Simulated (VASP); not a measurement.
# BaTiO3: single point with r2SCAN+U

BaTiO3:

```
Ba Ti O
1.0
     2.70920    1.56416    2.21647
    -2.70920    1.56416    2.21647
     0.00000   -3.12831    2.21647
Ba Ti O
1 1 3
Cartesian
  0.0000 0.0000 -0.0384
  0.0000 0.0000 3.2863
  -1.3546 0.7821 4.3945
  0.0000 -1.5642 4.3945
  1.3546 0.7821 4.3945
```

This cell differs from its parent crystal: equal strain along all axes, cell held: -4.5 %, then relaxed in part.

| Property | Result |
| --- | --- |
| Program | VASP 6.6.1 |
| Task | single point |
| Functional | r2SCAN |
| Potentials or basis | VASP PAW PBE potentials, release 64 (Ba_sv, Ti_sv, O) |
| Cutoff | 520 eV |
| k mesh | 6 × 6 × 6 |
| Occupations | gaussian, width 0.02 eV |
| Spin | no spin polarisation |
| Hubbard terms | Ti d U = 4.0 eV |
| Dipole correction | no |
| Further INCAR settings | ALGO = Normal; EDIFF = 1e-06; NBANDS = 28 |

```json
{
 "Pressure": "37.2 GPa",
 "Largest force": "0.012 eV/Å",
 "Band gap on the k mesh": "3.00 eV (least direct gap 3.04 eV)"
}
```

Forces in eV/Å, atoms in the order of the input:
```
Ba   0.000  0.000 -0.009
Ti   0.000  0.000  0.012
O   -0.005  0.003 -0.001
O    0.000 -0.006 -0.001
O    0.005  0.003 -0.001
```

Stress tensor (GPa, compression positive):
```
37.39  0.00  0.00
 0.00 37.39  0.00
 0.00  0.00 36.70
```

Levels at points of the mesh, in eV from the valence-band top:
| k point | band 18 | band 19 | band 20 | band 21 | band 22 | band 23 |
| --- | --- | --- | --- | --- | --- | --- |
| (0.00, 0.00, 0.00) | -0.05 | -0.04 | -0.04 | 3.00 | 3.00 | 3.01 |
| (0.50, 0.00, 0.00) | -1.85 | -0.81 | -0.79 | 3.26 | 5.13 | 5.13 |
| (0.50, 0.50, 0.00) | -0.79 | -0.78 | -0.11 | 5.16 | 5.16 | 5.66 |
| (0.50, 0.50, 0.50) | 0.00 | 0.00 | 0.00 | 6.01 | 6.01 | 6.02 |

Eigenvalues of the final occupation matrices:
| site | spin | trace | eigenvalues |
| --- | --- | --- | --- |
| site 2 d | 1 | 0.84 | 0.10 0.10 0.10 0.26 0.26 |
| site 2 d | 2 | 0.84 | 0.10 0.10 0.10 0.26 0.26 |

Wall time 2.7 min on 1 thread of AMD EPYC 7R13 Processor (Zen 3) (shared host), peak memory 0.17 GiB.

Caveat: the cell differs from its parent crystal (equal strain along all axes, cell held: -4.5 %, then relaxed in part); the cell stands under pressure; the PAW data sets were made with another functional, which shifts forces and pressure a little; spin-orbit coupling is left out, which moves the levels of the heavy elements. A k mesh can miss the band edges.
